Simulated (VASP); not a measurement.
Write the native input for VASP 6.6.1 that does the following.

```
Task                   : single point
Functional             : BLYP
Potentials or basis    : VASP PAW PBE potentials, release 64 (In_d)
Cutoff                 : 520 eV
k mesh                 : 9 × 9 × 9
Occupations            : methfessel-paxton, width 0.2 eV
Spin                   : no spin polarisation
Dipole correction      : no
Further INCAR settings : ALGO = Normal; EDIFF = 1e-06; NBANDS = 12
```

The structure of In lies in POSCAR:

```
In
1.0
   -1.8825250000      1.8825250000      1.8825250000
    1.8825250000     -1.8825250000      1.8825250000
    1.8825250000      1.8825250000     -1.8825250000
In
1
Direct
    0.0000000000      0.0000000000      0.0000000000
```

These files were run (other wordings do the same):

INCAR

```
SYSTEM = In
  PREC = Accurate
  ENCUT = 520
  EDIFF = 1E-6
  ISMEAR = 1
  SIGMA = 0.2
  LREAL = .False.
  LASPH = .True.
  NELM = 80
  ALGO = Normal
  ISIF = 2
  LWAVE = .False.
  LCHARG = .False.
  GGA = B5
  ALDAX = 1.0
  AGGAX = 1.0
  AGGAC = 1.0
  ALDAC = 0.0
  NBANDS = 12
```

KPOINTS

```
Automatic mesh
0
Gamma
  9 9 9
  0 0 0
```

Potentials or basis: VASP PAW PBE potentials, release 64 (In_d).

The run is started by

```sh
$ cat potpaw_PBE.64/In_d/POTCAR > POTCAR
$ mpirun -np 1 vasp_std > vasp.out
```

Results of the run:

The pressure is 5.9 GPa.

Caveat: the PAW data sets were made with another functional, which shifts forces and pressure a little.

Run time: 8.4 s on 1 thread of Intel(R) Xeon(R) Platinum 8559C (Emerald Rapids), with other jobs on the host, peak memory 0.14 GiB.
